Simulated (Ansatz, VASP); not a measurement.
## BN: VASP beside Ansatz

INCAR

```
PREC = Accurate
ENCUT = 520
EDIFF = 1E-7
ISMEAR = 0
SIGMA = 0.02
LREAL = F
LASPH = T
NELM = 80
ALGO = Normal
ISIF = 2
LWAVE = F
LCHARG = F
GGA = PS
NBANDS = 11
```

Contents of KPOINTS:

```
regular mesh
0
Gamma
  12 12 12
```

POSCAR

```
BN
1.0
    1.2480555248      0.7205651932      3.0555250769
   -1.2480555248      0.7205651932      3.0555250769
    0.0000000000     -1.4411303865      3.0555250769
B N
1 1
Direct
    0.9999275766      0.9999275766      0.9999275766
    0.3325054234      0.3325054234      0.3325054234
```

Input for Ansatz:

```yaml
crystal:
  lattice:
    - [1.2480555248, 0.7205651932, 3.0555250769]
    - [-1.2480555248, 0.7205651932, 3.0555250769]
    - [0.0, -1.4411303865, 3.0555250769]
  atoms:
    - { symbol: B, position: [0.9999275766, 0.9999275766, 0.9999275766] }
    - { symbol: "N", position: [0.3325054234, 0.3325054234, 0.3325054234] }
basis:
  ecutwfc: 420
kpoints:
  mp_grid: { grid: [12, 12, 12] }
  band_path: { path: [VBM, CBM], npoints: 2 }
hamiltonian:
  xc: pbesol
scf:
  occupations: { method: gaussian, width: 0.02 }
output:
  forces: true
  stress: true
  eigenvalues: true
checkpoint:
  read: start.run
  write: ck
  compress: false
  write_wavefunctions: false
  write_every: 100000
```

Alike in both runs: task single point; functional PBEsol; k mesh 12 × 12 × 12; occupations gaussian, width 0.02 eV; no spin polarisation.

```csv
,VASP,Ansatz
version,VASP 6.6.1,Ansatz 0.2.0
potentials or method,"VASP PAW PBE potentials, release 64 (B, N), cutoff 520 eV","scalar-relativistic, plane waves, PAW"
valence electrons in the cell,8,8
```

Ansatz gave:

- gap on the k mesh at the Fermi level (eV): 3.90
- least direct gap on the mesh (eV): 4.70
- pressure (GPa): 4.0
- traceless stress, the component that is largest in VASP (GPa): -0.02

Q: What did VASP give for the same quantities?

A: gap on the k mesh at the Fermi level (eV): 3.89; least direct gap on the mesh (eV): 4.69; pressure (GPa): 4.3; traceless stress, the component that is largest in VASP (GPa): -0.52.

VASP's potentials were made for PBE, not for PBEsol. With one functional, cell and mesh, what is left measures potentials, basis and numerics.
